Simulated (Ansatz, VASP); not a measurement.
**As in VASP and in Ansatz**

The input POSCAR:

```
As
1.0
    1.8797500000      1.0852741700      3.4857666700
   -1.8797500000      1.0852741700      3.4857666700
    0.0000000000     -2.1705483400      3.4857666700
As
2
Direct
    0.2275400000      0.2275400000      0.2275400000
    0.7724600000      0.7724600000      0.7724600000
```

File INCAR.step1:

```
  ALGO = Normal
  EDIFF = 1E-5
  ENCUT = 660
  GGA = PE
  GGA_COMPAT = False
  ISMEAR = 0
  LASPH = True
  LCHARG = False
  LREAL = False
  LWAVE = True
  NBANDS = 22
  NELM = 120
  PREC = Accurate
  SIGMA = 0.1
```

INCAR.step2

```
  ALGO = Normal
  BPARAM = 11.95
  CPARAM = 0.0093
  EDIFF = 1E-6
  ENCUT = 660
  GGA_COMPAT = False
  ISIF = 2
  ISMEAR = 0
  ISTART = 1
  IVDW_NL = 2
  LASPH = True
  LCHARG = False
  LMIXTAU = True
  LREAL = False
  LUSE_VDW = True
  LWAVE = False
  METAGGA = R2SCAN
  NBANDS = 22
  NELM = 120
  PREC = Accurate
  SIGMA = 0.1
```

Contents of KPOINTS:

```
k-points
0
Gamma
  6 6 6
```

Input for Ansatz:

```yaml
crystal:
  lattice:
    - [1.87975, 1.08527417, 3.48576667]
    - [-1.87975, 1.08527417, 3.48576667]
    - [0.0, -2.17054834, 3.48576667]
  atoms:
    - { symbol: As, position: [0.22754, 0.22754, 0.22754] }
    - { symbol: As, position: [0.77246, 0.77246, 0.77246] }
basis:
  ecutwfc: 500
kpoints:
  mp_grid: { grid: [6, 6, 6] }
hamiltonian:
  xc: r2scan
  dispersion: rvv10
  pseudopotentials: { kind: paw, azcp: { folder: soft_1 } }
scf:
  occupations: { method: gaussian, width: 0.1 }
output:
  forces: true
  stress: true
  eigenvalues: true
```

Alike in both runs: task single point; functional r2SCAN; dispersion rVV10; k mesh 6 × 6 × 6; occupations gaussian, width 0.1 eV; no spin polarisation.

|  | VASP | Ansatz |
| --- | --- | --- |
| version | VASP 6.6.1 | Ansatz 0.2.0 |
| potentials or method | VASP PAW PBE potentials, release 64 (As_d), cutoff 660 eV | scalar-relativistic, plane waves, PAW |
| valence electrons in the cell | 30 | 30 |

```csv
,VASP,Ansatz,Ansatz less VASP
gap on the k mesh at the Fermi level (eV),none,none,-
pressure (GPa),0.9,0.6,-0.27
"traceless stress, the component that is largest in VASP (GPa)",-0.51,-0.45,+0.060
rms of the force components (eV/Å),0.075,0.094,+0.0194
```

VASP's potentials were made for PBE, not for r2SCAN. Atom by atom the forces differ by 0.019 eV/Å (rms over components). A gap of «none» marks a metal or a gap that the smearing closes.
